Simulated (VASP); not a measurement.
BAs: relaxation of cell and atoms with HSE06

The system is BAs.

```
CELL_PARAMETERS angstrom
2.95701 0.00000 0.00000
0.00000 2.95701 0.00000
0.00000 0.00000 2.95701
ATOMIC_POSITIONS crystal
B 0.50000 0.50000 0.50000
As 0.00000 0.00000 0.00000
```

```
Program                            : VASP 6.6.1
Task                               : relaxation of cell and atoms
Functional                         : HSE06
Potentials or basis                : VASP PAW PBE potentials, release 64 (B, As)
Cutoff                             : 600 eV
k mesh                             : 5 × 5 × 5
Occupations                        : fermi-dirac, width 0.05 eV
Spin                               : no spin polarisation
Dipole correction                  : no
Grid for exact exchange (PRECFOCK) : Normal
Further INCAR settings             : ALGO = Normal; EDIFF = 1e-06; IBRION = 2; EDIFFG = -0.01; NSW = 60; ISIF = 3
Share of exact exchange            : 0.25
Screening parameter                : 0.2079 1/Å
```

The relaxed volume is 11.90 Å³/atom and the relaxed cell is a = 2.876 Å, b = 2.876 Å, c = 2.876 Å, α = 90.00°, β = 90.00°, γ = 90.00°. The space group after relaxing (to 0.1 Å) is Pm-3m (No. 221). The energy gained by relaxing is 29.5 meV/atom, the ionic steps are 4 and the pressure after relaxing is -0.1 GPa. The band gap on the k mesh is zero (bands 4 and 5 overlap by 4.05 eV).

The path:
```tsv
step	energy change (eV)	largest force (eV/Å)	pressure (GPa)	volume (Å³)
1	0.0000	0.0000	-9.02	25.86
2	-0.0527	0.0000	3.59	23.23
3	-0.0589	0.0000	-0.33	23.85
4	-0.0589	0.0000	-0.05	23.80
```

Final structure:
```xyz
2
Lattice="2.8764 0.0000 0.0000 0.0000 2.8764 0.0000 0.0000 0.0000 2.8764" Properties=species:S:1:pos:R:3 pbc="T T T"
B     1.4382    1.4382    1.4382
As    0.0000    0.0000    0.0000
```

Levels at points of the mesh, in eV from the Fermi level:
| k point | band 1 | band 2 | band 3 | band 4 | band 5 | band 6 | band 7 | band 8 |
| --- | --- | --- | --- | --- | --- | --- | --- | --- |
| (0.00, 0.00, 0.00) | -18.58 | -1.40 | -1.40 | -1.40 | 0.20 | 5.74 | 5.74 | 10.90 |

Run time: 9.4 min on 1 thread of Intel(R) Xeon(R) Platinum 8488C (Sapphire Rapids), with other jobs on the host, peak memory 0.25 GiB.

Caveat: the k points lie up to 0.44 Å⁻¹ apart in the final cell, too coarse for converged energies and pressures of a metal; the PAW data sets were made with another functional, which shifts forces and pressure a little.
